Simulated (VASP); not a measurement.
Runs of VASP 6.6.1 on Si3F. The structure is that of space group Fm-3m (No. 225), or close to it. The cells are those of the table. The cell was generated, and may not be a known phase.

```csv
task,spin,cell,k mesh,cutoff (eV),gap on the mesh (eV),pressure (GPa),moment (μB),relaxed volume (Å³/atom)
single point,off,"a = 4.242 Å, angles 60.0°, 4 atoms",6 × 6 × 6,520,none,-0.1,-,-
relaxation of cell and atoms,off,"relaxed from a = 4.404 Å, angles 60.0°, 4 atoms",6 × 6 × 6,600,none,0.5,-,13.41
single point,off,"a = 4.233 Å, angles 60.0°, 4 atoms",14 × 14 × 14,520,none,-0.1,-,-
relaxation of cell and atoms,off,"relaxed from a = 4.242 Å, angles 60.0°, 4 atoms",14 × 14 × 14,600,none,0.0,-,13.38
single point,collinear,"a = 4.404 Å, angles 60.0°, 4 atoms",6 × 6 × 6,520,none,-8.6,0.00,-
single point,off,"a = 4.404 Å, angles 60.0°, 4 atoms",6 × 6 × 6,520,none,-8.6,-,-
single point,collinear,"a = 4.242 Å, angles 60.0°, 4 atoms",6 × 6 × 6,520,none,(a),0.00,-
```

Alike in all rows: level PBE; potentials or basis VASP PAW PBE potentials, release 64 (Si, F); smearing gaussian 0.1 eV.

Problem. Fill in the values left out.

Solution. (a) -0.2.

Caveats: an odd number of electrons without spin polarisation forces a metal (at least some runs); a magnetic or distorted state may lie lower (at least some runs); the cell stands under tension (at least some runs).

A gap of «none» marks levels without a gap at the run's occupations.
